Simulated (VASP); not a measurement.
# Mo (P1) in VASP: a series of runs, part 2 of 2

VASP 6.6.1. Earlier steps stand in the parts before.

## 4. Single point, PBE+D3(BJ)

This run uses another cell than the first one, of 15.11 Å³/atom.

The input, INCAR:

```
PREC = Accurate ; ENCUT = 520
EDIFF = 1E-6 ; ISMEAR = -1
SIGMA = 0.17 ; LREAL = Auto
LASPH = T ; NELM = 60
ALGO = Normal ; ISIF = 2
LWAVE = F ; LCHARG = T
GGA = PE ; IVDW = 12
LELF = T ; LVHAR = T
NBANDS = 126
```

The input, KPOINTS:

```
regular mesh
0
Gamma
  2 2 2
```

The input, POSCAR:

```
Mo
1.0
    6.1282350000      0.0283860000      0.0338140000
    0.0283860000      6.2367120000     -0.1108060000
    0.0338140000     -0.1108060000      6.3270490000
Mo
16
Direct
   -0.0113302285     -0.0305520072     -0.0502291393
    0.4978787476     -0.0233317943     -0.0548787554
   -0.0143270106      0.4805750240     -0.0396970136
   -0.0031504671      0.0014322288      0.4426021087
    0.2535634156      0.2298417472      0.2152810657
    0.4819218353      0.4778919177     -0.0383184030
    0.5203753477     -0.0195871524      0.4369072618
    0.7324045145      0.2420735921      0.2123830051
    0.0213197642      0.4602185772      0.4490362052
    0.2049278428      0.7638365940      0.2061795708
    0.2316072582      0.2154981936      0.7109233586
    0.5214230318      0.5128834504      0.4476967327
    0.7323373396      0.7435281669      0.2117138855
    0.7214272481      0.2341389688      0.6943283767
    0.2459066867      0.7206757677      0.7177184988
    0.7523871423      0.7053924356      0.6911785408
```

Potentials or basis: VASP PAW PBE potentials, release 64 (Mo_sv).

The run is started by

```
$ cat potpaw_PBE.64/Mo_sv/POTCAR > POTCAR
$ mpirun -np 1 vasp_std > vasp.out
```

OUTCAR:

```text
PREC = Accurate
   ENCUT = 520
   EDIFF = 1E-6
   ISMEAR = -1
   LREAL = Auto
   LASPH = T
   NELM = 60
   ISIF = 2
   GGA = PE
   IVDW = 12
 IVDW          = 12

 ion  position               nearest neighbor table
   1  0.989  0.969  0.950-  10 2.49  15 2.61  11 2.65  13 2.71  16 2.72   8 2.80   5 2.83  14 2.87
                             2 3.01   3 3.05   4 3.12   2 3.12   3 3.19   4 3.22
   2  0.498  0.977  0.945-  15 2.63  14 2.67  13 2.69  11 2.69   5 2.71   8 2.75  16 2.75  10 2.80
                             1 3.01   7 3.12   6 3.12   1 3.12   6 3.13   7 3.22
[... 1262 lines left out ...]
  Total      19.26714    15.21936     6.93498    -0.93940     8.03386    -2.31830
  in kB     127.70064   100.87237    45.96432    -6.22621    53.24761   -15.36542
  external pressure =       91.51 kB  Pullay stress =        0.00 kB

 VOLUME and BASIS-vectors are now :
 -----------------------------------------------------------------------------
  energy-cutoff  :      520.00
  volume of cell :      241.73
      direct lattice vectors                 reciprocal lattice vectors
     6.128235000  0.028386000  0.033814000     0.163187520 -0.000758469 -0.000885415
     0.028386000  6.236712000 -0.110806000    -0.000758469  0.160394328  0.002813049
     0.033814000 -0.110806000  6.327049000    -0.000885415  0.002813049  0.158105563

 POSITION                                       TOTAL-FORCE (eV/Angst)
 -----------------------------------------------------------------------------------
      6.11843      5.96899      5.93526        -0.781209      1.527887     -0.469530
      3.11080      6.00061      5.88844        -0.381105      0.148440      0.147103
      6.08655      2.91878      6.05596         0.105967     -0.707277     -0.203816
      6.12394     -0.01181      2.83391        -0.426700     -1.497671      1.767379
      1.56770      1.41680      1.34520        -0.386962      0.675909     -1.489813
      2.99941      2.88759      6.04795         0.331830      0.307072     -0.477935
[... 8 lines left out ...]
      1.55170      4.42210      4.46950         0.069475      0.467001     -1.302100
      4.65420      4.34410      4.32040         0.430772      2.364166      1.584727
 -----------------------------------------------------------------------------------
    total drift:                                0.001947     -0.001464     -0.001097

  FREE ENERGIE OF THE ION-ELECTRON SYSTEM (eV)
  ---------------------------------------------------
  free  energy   TOTEN  =      -184.6124594669 eV

  energy  without entropy=     -183.6284689303  energy(sigma->0) =     -184.12046420
```

OSZICAR:

```text
N       E                     dE             d eps       ncg     rms          rms(c)
DAV:   1     0.306947258737E+04    0.30695E+04   -0.13978E+05  2016   0.190E+03
DAV:   2    -0.200534018622E+02   -0.30895E+04   -0.30275E+04  2104   0.606E+02
DAV:   3    -0.175702885324E+03   -0.15565E+03   -0.15004E+03  2704   0.117E+02
DAV:   4    -0.181618088830E+03   -0.59152E+01   -0.57263E+01  2424   0.163E+01
DAV:   5    -0.181836966665E+03   -0.21888E+00   -0.21516E+00  2496   0.275E+00    0.656E+01
DAV:   6    -0.174127132331E+03    0.77098E+01   -0.18798E+01  2232   0.171E+01    0.208E+01
DAV:   7    -0.173359360499E+03    0.76777E+00   -0.86508E+00  2432   0.131E+01    0.524E+00
DAV:   8    -0.172820353872E+03    0.53901E+00   -0.39046E+00  2480   0.813E+00    0.276E+00
DAV:   9    -0.172787417140E+03    0.32937E-01   -0.46741E-01  2552   0.288E+00    0.133E+00
DAV:  10    -0.172774785787E+03    0.12631E-01   -0.11159E-01  2584   0.162E+00    0.694E-01
DAV:  11    -0.172773057676E+03    0.17281E-02   -0.14622E-02  2592   0.572E-01    0.298E-01
DAV:  12    -0.172773018546E+03    0.39130E-04   -0.16310E-03  2592   0.165E-01    0.215E-01
DAV:  13    -0.172772994982E+03    0.23564E-04   -0.46517E-04  2520   0.864E-02    0.879E-02
DAV:  14    -0.172772998398E+03   -0.34166E-05   -0.19479E-04  2592   0.624E-02    0.391E-02
DAV:  15    -0.172772996889E+03    0.15094E-05   -0.55686E-05  2544   0.324E-02    0.169E-02
DAV:  16    -0.172772997391E+03   -0.50171E-06   -0.13904E-05  2000   0.130E-02    0.753E-03
DAV:  17    -0.172772996994E+03    0.39646E-06   -0.65509E-06  1600   0.810E-03
   1 F= -.18461246E+03 E0= -.18412046E+03  d E =-.983991E+00
```

stdout:

```text
POSCAR found type information on POSCAR Mo
 POSCAR found :  1 types and      16 ions
 scaLAPACK will be used
 LDA part: xc-table for (Slater+PW92), standard interpolation
 POSCAR, INCAR and KPOINTS ok, starting setup
 FFT: planning ... GRIDC
 FFT: planning ... GRID_SOFT
 FFT: planning ... GRID
 WAVECAR not read
 entering main loop
```

Run time: 8.4 min. Hardware: 1 thread of Intel Xeon Platinum 8488C (Sapphire Rapids), shared host; peak memory 0.4 GiB.

Results:

```yaml
Free_energy: -184.6125 eV
Pressure: 9.2 GPa
Largest_force: 4.334 eV/Å
Band_gap_on_the_k_mesh: zero (bands 112 and 113 overlap by 0.22 eV)
Dispersion_energy_per_atom: -0.740 eV
```

Forces on the atoms (eV/Å):
```
Mo  -0.781  1.528 -0.470
Mo  -0.381  0.148  0.147
Mo   0.106 -0.707 -0.204
Mo  -0.427 -1.498  1.767
Mo  -0.387  0.676 -1.490
Mo   0.332  0.307 -0.478
Mo  -3.066  0.979  2.142
Mo   1.461 -0.359 -1.849
Mo  -1.076  2.248  0.857
Mo   3.189 -2.924 -0.253
Mo   0.967  0.836 -0.034
Mo  -3.236 -2.499  0.493
Mo   1.188 -1.000 -2.268
Mo   1.611 -0.566  1.355
Mo   0.069  0.467 -1.302
Mo   0.431  2.364  1.585
```

Stress tensor (GPa, compression positive):
```
12.77 -0.62 -1.54
-0.62 10.09  5.32
-1.54  5.32  4.60
```

Levels at points of the mesh, in eV from the Fermi level:
| k point | band 108 | band 109 | band 110 | band 111 | band 112 | band 113 | band 114 | band 115 | band 116 | band 117 |
| --- | --- | --- | --- | --- | --- | --- | --- | --- | --- | --- |
| (0.00, 0.00, 0.00) | -0.38 | -0.33 | -0.24 | 0.00 | 0.15 | 0.30 | 0.85 | 1.16 | 1.23 | 1.27 |
| (0.50, 0.00, 0.00) | -0.80 | -0.61 | -0.49 | -0.20 | -0.14 | 0.22 | 0.27 | 0.75 | 0.78 | 0.89 |
| (0.00, 0.50, 0.00) | -0.49 | -0.38 | -0.34 | -0.27 | -0.11 | -0.07 | 0.02 | 0.50 | 0.65 | 0.72 |
| (0.50, 0.50, 0.00) | -1.11 | -0.82 | -0.77 | -0.66 | -0.52 | 0.14 | 0.25 | 0.29 | 0.37 | 0.70 |
| (0.00, 0.00, 0.50) | -0.54 | -0.41 | -0.17 | -0.12 | 0.03 | 0.07 | 0.18 | 0.44 | 0.56 | 0.63 |
| (0.50, 0.00, 0.50) | -1.05 | -0.90 | -0.73 | -0.52 | -0.47 | 0.06 | 0.29 | 0.35 | 0.46 | 0.84 |
| (0.00, 0.50, 0.50) | -0.97 | -0.66 | -0.42 | -0.36 | -0.25 | 0.02 | 0.16 | 0.28 | 0.39 | 0.66 |
| (0.50, 0.50, 0.50) | -2.13 | -2.13 | -2.11 | -2.06 | -1.89 | 0.93 | 1.07 | 1.24 | 1.32 | 1.37 |

Caveat: the k points lie up to 0.51 Å⁻¹ apart; the atoms stand as in a frame of molecular dynamics; forces of over 1 eV/Å act on the atoms, so gaps and moduli don't describe the material at rest.

## 5. Overview

| cell | gap on the mesh (eV) | pressure (GPa) | largest force (eV/Å) |
| --- | --- | --- | --- |
| a = 6.006, b = 5.902, c = 6.074 Å, angles 91.3, 90.2, 92.3°, 16 atoms, atomic positions A | none | 55.2 | 5.68 |
| a = 6.163, b = 6.239, c = 6.079 Å, angles 90.4, 89.3, 90.9°, 16 atoms, atomic positions B | none | 21.9 | 5.16 |
| a = 6.128, b = 6.238, c = 6.328 Å, angles 92.0, 89.4, 89.5°, 16 atoms, atomic positions C | none | 9.2 | 4.33 |

Alike in all rows: task single point; level PBE+D3(BJ); potentials or basis VASP PAW PBE potentials, release 64 (Mo_sv); no spin polarisation; k mesh 2 × 2 × 2; cutoff (eV) 520; smearing fermi-dirac 0.17 eV.

Caveats: all runs use coarse meshes; the atoms stand as in a frame of molecular dynamics; forces of over 1 eV/Å act on the atoms, so gaps and moduli don't describe the material at rest.

Total energies depend on the potentials used, so only differences within one code and one set of settings carry meaning.
